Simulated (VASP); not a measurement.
Write the native input for VASP 6.6.1 that does the following.

| Quantity | Value |
| --- | --- |
| Task | single point |
| Functional | PBE |
| Potentials or basis | VASP PAW PBE potentials, release 64 (In_d, Sb) |
| Cutoff | 520 eV |
| k mesh | 6 × 6 × 6 |
| Occupations | fermi-dirac, width 0.02 eV |
| Spin | no spin polarisation |
| Dipole correction | no |
| Further INCAR settings | ALGO = Normal; EDIFF = 1e-07; NBANDS = 16 |

The structure of InSb lies in POSCAR:

```
InSb
1.0
    0.0000000000      3.2139227572      3.2139227572
    3.2139227572      0.0000000000      3.2139227572
    3.2139227572      3.2139227572      0.0000000000
In Sb
1 1
Direct
    0.0000000000      0.0000000000      0.0000000000
    0.2500000000      0.2500000000      0.2500000000
```

This cell differs from its parent crystal: strain -2.0%.

The input as run:

INCAR

```
ALGO = Normal ; EDIFF = 1E-7
ENCUT = 520 ; GGA = PE
ISIF = 2 ; ISMEAR = -1
LASPH = True ; LCHARG = True
LELF = True ; LREAL = False
LVHAR = True ; LWAVE = False
NBANDS = 16 ; NELM = 80
PREC = Accurate ; SIGMA = 0.02
```

KPOINTS

```
k-points
0
Gamma
  6 6 6
```

Potentials or basis: VASP PAW PBE potentials, release 64 (In_d, Sb).

The run is started by

```sh
$ cat potpaw_PBE.64/In_d/POTCAR potpaw_PBE.64/Sb/POTCAR > POTCAR
$ mpirun -np 1 vasp_std > vasp.out
```

Results of the run:

```
Pressure               : 4.5 GPa
Band gap on the k mesh : zero (filled and empty bands touch)
```

Caveat: the cell differs from its parent crystal (strain -2.0%); the cell stands under pressure; semilocal functionals underestimate gaps, so a narrow gap can read as zero; spin-orbit coupling is left out, which moves the levels of the heavy elements.

Run time: 27 s on 1 thread of Intel(R) Xeon(R) Platinum 8375C CPU @ 2.90GHz (Ice Lake), on a shared host, peak memory 0.21 GiB.
